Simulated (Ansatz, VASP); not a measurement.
# Sn: VASP beside Ansatz

```xyz
3
Lattice="5.4563 0.0000 0.0000 -2.7282 4.7253 0.0000 0.0000 0.0000 3.2301" Properties=species:S:1:pos:R:3 pbc="T T T"
Sn    0.0000    0.0000    0.0000
Sn    0.0000    3.1502    1.6151
Sn    2.7282    1.5751    1.6151
```

Alike in both runs: functional PBE; k mesh 6 × 6 × 8; occupations gaussian, width 0.1 eV; no spin polarisation.

Ansatz relaxed the structure, and its values are those at the end. VASP's run is a single point on that final structure, the one shown.

|  | VASP | Ansatz |
| --- | --- | --- |
| version | VASP 6.6.1 | Ansatz 0.2.0 |
| potentials or method | VASP PAW PBE potentials, release 64 (Sn_d), cutoff 520 eV | scalar-relativistic, plane waves, PAW |
| valence electrons in the cell | 42 | 42 |

```tsv
	VASP	Ansatz	Ansatz less VASP
gap on the k mesh at the Fermi level (eV)	none	none	-
pressure (GPa)	0.0	0.1	+0.04
```

A gap of «none» marks a metal or a gap that the smearing closes. With one functional, cell and mesh, what is left measures potentials, basis and numerics.
